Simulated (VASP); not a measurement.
# TmZnS3 (P6/mmm) in VASP: single point with PBE

Aim: the single point of TmZnS3 with PBE.

All numbers are computed with VASP 6.6.1; they aren't measurements. Logs are shortened: lines on timing, memory, paths and dates and some standing lists are left out, and cuts for length are marked.

## (1) The cell of the first run

The structure is hexagonal, space group P6/mmm (No. 191). The conventional cell has a = 4.916 Å, b = 4.916 Å, c = 5.167 Å, α = 90.00°, β = 90.00°, γ = 120.00°. Tm (site symmetry 6/mmm) has 6 S at 2.46 Å and 2 Zn at 2.58 Å within 3.2 Å. Zn (site symmetry 6/mmm) has 2 Tm at 2.58 Å within 3.4 Å. Within 3.2 Å of S (site symmetry mmm) lie 4 S at 2.46 Å and 2 Tm at 2.46 Å.

The cell was generated, and may not be a known phase.

## (2) Single point, PBE

Input file INCAR:

```
ALGO = Normal ; EDIFF = 1E-6
ENCUT = 520 ; GGA = PE
ISIF = 2 ; ISMEAR = 0
LASPH = T ; LCHARG = F
LREAL = F ; LWAVE = F
NBANDS = 34 ; NELM = 100
PREC = Accurate ; SIGMA = 0.1
```

Input file KPOINTS:

```
k-points
0
Gamma
  6 6 4
```

Input file POSCAR:

```
TmZnS3
1.0
    4.9159743800      0.0000000000      0.0000000000
   -2.4579871900      4.2573586900      0.0000000000
    0.0000000000      0.0000000000      5.1665315500
Tm Zn S
1 1 3
Direct
    0.0000000000      0.0000000000      0.5000000000
    0.0000000000      0.0000000000      0.0000000000
    0.5000000000      0.0000000000      0.5000000000
    0.0000000000      0.5000000000      0.5000000000
    0.5000000000      0.5000000000      0.5000000000
```

Potentials or basis: VASP PAW PBE potentials, release 64 (Tm, Zn, S).

On the command line:

```sh
> cat potpaw_PBE.64/Tm/POTCAR potpaw_PBE.64/Zn/POTCAR potpaw_PBE.64/S/POTCAR > POTCAR
> mpirun -np 1 vasp_std > vasp.out
```

OUTCAR:

```text
EDIFF = 1E-6
   ENCUT = 520
   GGA = PE
   ISIF = 2
   ISMEAR = 0
   LASPH = T
   LREAL = F
   NELM = 100
   PREC = Accurate

 ion  position               nearest neighbor table
   1  0.000  0.000  0.500-   4 2.46   5 2.46   4 2.46   5 2.46   3 2.46   3 2.46   2 2.58   2 2.58

   2  0.000  0.000  0.000-   1 2.58   1 2.58
   3  0.500  0.000  0.500-   4 2.46   5 2.46   5 2.46   4 2.46   1 2.46   1 2.46
   4  0.000  0.500  0.500-   1 2.46   3 2.46   1 2.46   3 2.46   5 2.46   5 2.46
   5  0.500  0.500  0.500-   1 2.46   3 2.46   3 2.46   1 2.46   4 2.46   4 2.46

  LATTYP: Found a hexagonal cell.
 ALAT       =     4.9159743800
 C/A-ratio  =     1.0509679568

  Lattice vectors:

 A1 = (   4.9159743800,   0.0000000000,   0.0000000000)
 A2 = (  -2.4579871900,   4.2573586900,   0.0000000000)
 A3 = (   0.0000000000,   0.0000000000,   5.1665315500)

Analysis of symmetry for initial positions (statically):
=====================================================================
 Subroutine PRICEL returns:
 Original cell was already a primitive cell.

 Routine SETGRP: Setting up the symmetry group for a
 hexagonal supercell.

 Subroutine GETGRP returns: Found 24 space group operations
 (whereof 24 operations were pure point group operations)
 out of a pool of 24 trial point group operations.

The static configuration has the point symmetry D_6h.

Analysis of symmetry for dynamics (positions and initial velocities):
=====================================================================
 Subroutine PRICEL returns:
 Original cell was already a primitive cell.

 Routine SETGRP: Setting up the symmetry group for a
 hexagonal supercell.

 Subroutine GETGRP returns: Found 24 space group operations
 (whereof 24 operations were pure point group operations)
 out of a pool of 24 trial point group operations.

The dynamic configuration has the point symmetry D_6h.

 Subroutine INISYM returns: Found 24 space group operations
 (whereof 24 operations are pure point group operations),
 and found     1 'primitive' translations

----------------------------------------------------------------------------------------

                                     Primitive cell

  volume of cell :     108.1307

  direct lattice vectors                    reciprocal lattice vectors
     4.915974380  0.000000000  0.000000000     0.203418473  0.117443710  0.000000000
    -2.457987190  4.257358690  0.000000000     0.000000000  0.234887420  0.000000000
     0.000000000  0.000000000  5.166531550     0.000000000  0.000000000  0.193553449

  length of vectors
     4.915974380  4.915974374  5.166531550     0.234887420  0.234887420  0.193553449

  position of ions in fractional coordinates (direct lattice)
     0.000000000  0.000000000  0.500000000
     0.000000000  0.000000000  0.000000000
     0.500000000  0.000000000  0.500000000
     0.000000000  0.500000000  0.500000000
     0.500000000  0.500000000  0.500000000

  ion indices of the primitive-cell ions
   primitive index   ion index
                 1           1
                 2           2
                 3           3
                 4           4
                 5           5

----------------------------------------------------------------------------------------

 KPOINTS: k-points

Automatic generation of k-mesh.
 Grid dimensions read from file:
 generate k-points for:    6    6    4

 Generating k-lattice:

  Cartesian coordinates                     Fractional coordinates (reciprocal lattice)
     0.033903079  0.019573952  0.000000000     0.166666667  0.000000000  0.000000000
     0.000000000  0.039147903  0.000000000     0.000000000  0.166666667  0.000000000
     0.000000000  0.000000000  0.048388362     0.000000000  0.000000000  0.250000000

  Length of vectors
     0.039147903  0.039147903  0.048388362

  Shift w.r.t. Gamma in fractional coordinates (k-lattice)
     0.000000000  0.000000000  0.000000000

 Subroutine IBZKPT returns following result:
 ===========================================

 Found     21 irreducible k-points:

 Following reciprocal coordinates:
            Coordinates               Weight
  0.000000  0.000000  0.000000      1.000000
  0.166667 -0.000000  0.000000      6.000000
  0.333333  0.000000  0.000000      6.000000
  0.500000  0.000000  0.000000      3.000000
  0.166667  0.166667  0.000000      6.000000
  0.333333  0.166667  0.000000     12.000000
[... 13 lines left out ...]
  0.333333  0.166667  0.500000     12.000000
  0.333333  0.333333  0.500000      2.000000
   k-points           NKPTS =     21   k-points in BZ     NKDIM =     21   number of bands    NBANDS=     34
   number of dos      NEDOS =    301   number of ions     NIONS =      5
   total plane-waves  NPLWV =  64000
   dimension x,y,z NGX =    40 NGY =   40 NGZ =   40
   dimension x,y,z NGXF=    80 NGYF=   80 NGZF=   80
   ions per type =               1   1   3
   NGX,Y,Z   is equivalent  to a cutoff of  13.53, 13.53, 12.87 a.u.
   NGXF,Y,Z  is equivalent  to a cutoff of  27.05, 27.05, 25.74 a.u.
 SYSTEM =  unknown system
   PREC   = accura    normal or accurate (medium, high low for compatibility)
   ISTART =      0    job   : 0-new  1-cont  2-samecut
   ICHARG =      2    charge: 1-file 2-atom 10-const
   ISPIN  =      1    spin polarized calculation?
   LNONCOLLINEAR =      F non collinear calculations
   LSORBIT =      F    spin-orbit coupling
   LASPH  =      T    aspherical Exc in radial PAW
   ENCUT  =  520.0 eV  38.22 Ry    6.18 a.u.   9.14  9.14  9.61*2*pi/ulx,y,z
   NELM   =    100;   NELMIN=  2; NELMDL= -5     # of ELM steps
   EDIFF  = 0.1E-05   stopping-criterion for ELM
   LREAL  =      F    real-space projection
   EDIFFG = 0.1E-04   stopping-criterion for IOM
   NSW    =      0    number of steps for IOM
   IBRION =     -1    ionic relax: 0-MD 1-quasi-New 2-CG
   NFREE  =      0    steps in history (QN), initial steepest desc. (CG)
   ISIF   =      2    stress and relaxation
   ISYM   =      2    0-nonsym 1-usesym 2-fastsym
   POTIM  = 0.5000    time-step for ionic-motion
   TEBEG  =    0.0;   TEEND  =   0.0 temperature during run
   PSTRESS=    0.0 pullay stress
   NELECT =      53.0000    total number of electrons
   NUPDOWN=      -1.0000    fix difference up-down
   EMIN   =  10.00;   EMAX   =-10.00  energy-range for DOS
   EFERMI =   0.00;   METHOD = LEGACY
   ISMEAR =     0;   SIGMA  =   0.10  broadening in eV -4-tet -1-fermi 0-gaus
   EFERMI_NEDOS =   21; number of points for ismear=-14 and -15
   IALGO  =     38    algorithm
   IMIX   =      4    mixing-type and parameters
     AMIX     =   0.40;   BMIX     =  1.00
     AMIX_MAG =   1.60;   BMIX_MAG =  1.00
  volume/ion in A,a.u.               =      21.63       145.94
  Fermi-wavevector in a.u.,A,eV,Ry     =   1.290775  2.439211 22.668661  1.666100
  Thomas-Fermi vector in A             =   2.422586
   LORBIT       =      0    0 simple, 1 ext, 2 COOP (PROOUT), +10 PAW based schemes
   GGA     = PE    functional components
   LHFCALC =     F    Hartree Fock is set to
   AEXX    =    0.0000 exact exchange contribution
   IVDW    =     0    specifies the selected vdW correction
   LEPSILON=     F    determine dielectric tensor
   LRPA    =     F    only Hartree local field effects (RPA)
 non-spin polarized calculation
 Gauss-broadening in eV      SIGMA  =   0.10
  energy-cutoff  :      520.00
  volume of cell :      108.13
 maximum number of plane-waves:      2930
 NGX is ok and might be reduce to    40
   NGX = 19   NGY = 19   NGZ = 19

 number of electron      52.9999994 magnetization

 Free energy of the ion-electron system (eV)
  ---------------------------------------------------
  ext. energy  EPLUGINS =         0.00000000
  ---------------------------------------------------
  free energy    TOTEN  =       -16.40359605 eV

  energy without entropy =      -16.37062616  energy(sigma->0) =      -16.38711111

 E-fermi :   3.3630     XC(G=0):  -9.4424

 val. band max:        3.3158636005   @ k =   0.3333   0.1667   0.5000
 cond. band min:       3.3702134469   @ k =   0.5000   0.0000   0.0000
 fundamental gap:      0.0543498464
 Fermi energy:         3.3630215428

 k-point     1 :       0.0000    0.0000    0.0000
  band No.  band energies     occupation
      1     -45.9790      2.00000
      2     -19.7530      2.00000
      3     -19.7530      2.00000
      4     -19.4322      2.00000
      5     -13.0959      2.00000
      6      -8.3395      2.00000
[... 26 lines left out ...]
     33       8.3477      0.00000
     34       8.5059      0.00000

 k-point     2 :       0.1667   -0.0000    0.0000
  band No.  band energies     occupation
      1     -45.9788      2.00000
      2     -19.8024      2.00000
      3     -19.7645      2.00000
      4     -19.4310      2.00000
      5     -12.8051      2.00000
      6      -8.9542      2.00000
[... 26 lines left out ...]
     33       7.9543      0.00000
     34       8.0077      0.00000

 k-point     3 :       0.3333    0.0000    0.0000
  band No.  band energies     occupation
      1     -45.9783      2.00000
      2     -19.8962      2.00000
      3     -19.7873      2.00000
      4     -19.4286      2.00000
      5     -12.0418      2.00000
      6      -9.9871      2.00000
[... 26 lines left out ...]
     33       7.4447      0.00000
     34       8.5371      0.00000

 k-point     4 :       0.5000    0.0000    0.0000
  band No.  band energies     occupation
      1     -45.9781      2.00000
      2     -19.9409      2.00000
      3     -19.7986      2.00000
      4     -19.4275      2.00000
      5     -11.1417      2.00000
      6     -10.9316      2.00000
[... 26 lines left out ...]
     33       7.7407      0.00000
     34       8.7195      0.00000

 k-point     5 :       0.1667    0.1667    0.0000
  band No.  band energies     occupation
      1     -45.9784      2.00000
      2     -19.8645      2.00000
      3     -19.7908      2.00000
      4     -19.4292      2.00000
      5     -12.2776      2.00000
      6      -9.6343      2.00000
[... 510 lines left out ...]
 k-point    19 :       0.1667    0.1667    0.5000
  band No.  band energies     occupation
      1     -45.9779      2.00000
      2     -19.8649      2.00000
      3     -19.7914      2.00000
      4     -19.4671      2.00000
      5     -12.2633      2.00000
      6      -9.6237      2.00000
[... 26 lines left out ...]
     33       9.4981      0.00000
     34       9.6357      0.00000

 k-point    20 :       0.3333    0.1667    0.5000
  band No.  band energies     occupation
      1     -45.9775      2.00000
      2     -19.9179      2.00000
      3     -19.8238      2.00000
      4     -19.4653      2.00000
      5     -11.4042      2.00000
      6     -10.4404      2.00000
[... 26 lines left out ...]
     33       9.2718      0.00000
     34       9.6498      0.00000

 k-point    21 :       0.3333    0.3333    0.5000
  band No.  band energies     occupation
      1     -45.9774      2.00000
      2     -19.8854      2.00000
      3     -19.8854      2.00000
      4     -19.4647      2.00000
      5     -10.7801      2.00000
      6     -10.7801      2.00000
[... 26 lines left out ...]
     33       9.0885      0.00000
     34       9.0885      0.00000

------------------------ aborting loop because EDIFF is reached ----------------------------------------

  FORCE on cell =-STRESS in cart. coord.  units (eV):
  Direction    XX          YY          ZZ          XY          YZ          ZX
  --------------------------------------------------------------------------------------
  -------------------------------------------------------------------------------------
  Total       15.2112130     15.2112130      7.5370222      0.0000000      0.0000000      0.0000000
  in kB      225.3852509    225.3852501    111.6764083      0.0000000      0.0000000      0.0000000
  external PRESSURE =     187.4823031 kB  Pullay stress =       0.0000000 kB

 VOLUME and BASIS-vectors are now :
 -----------------------------------------------------------------------------
  energy-cutoff  :      520.00
  volume of cell :      108.13
      direct lattice vectors                 reciprocal lattice vectors
     4.915974380  0.000000000  0.000000000     0.203418473  0.117443710  0.000000000
    -2.457987190  4.257358690  0.000000000     0.000000000  0.234887420  0.000000000
     0.000000000  0.000000000  5.166531550     0.000000000  0.000000000  0.193553449

 POSITION                                       TOTAL-FORCE (eV/Angst)
 -----------------------------------------------------------------------------------
      0.00000      0.00000      2.58327        -0.000000      0.000000      0.000000
      0.00000      0.00000      0.00000         0.000000      0.000000      0.000000
      2.45799      0.00000      2.58327         0.000000      0.000000      0.000000
     -1.22899      2.12868      2.58327        -0.000000      0.000000      0.000000
      1.22899      2.12868      2.58327        -0.000000      0.000000      0.000000
 -----------------------------------------------------------------------------------
    total drift:                               -0.000000     -0.000000     -0.000000

  FREE ENERGIE OF THE ION-ELECTRON SYSTEM (eV)
  ---------------------------------------------------
  free  energy   TOTEN  =       -16.4035960545 eV

  energy  without entropy=      -16.3706261578  energy(sigma->0) =      -16.38711111
```

Wall time 3.3 min (1 thread of Intel Xeon Platinum 8259CL at 2.50GHz (Skylake/Cascade Lake), shared host); peak memory 0.29 GiB.

Results:

```yaml
Free_energy: -16.4036 eV
Pressure: 18.7 GPa
Band_gap_on_the_k_mesh: zero (an odd number of electrons rules out a gap without spin polarisation)
```

Caveat: the stress differs along the axes, from 11 to 23 GPa; spin-orbit coupling is left out, which moves the levels of the heavy elements; the run has no spin polarisation, though such a crystal can be magnetic; semilocal functionals describe open f shells poorly, which spoils levels, moments and volumes.

The gap in the log of VASP goes by the Fermi energy; the results here count the filled bands.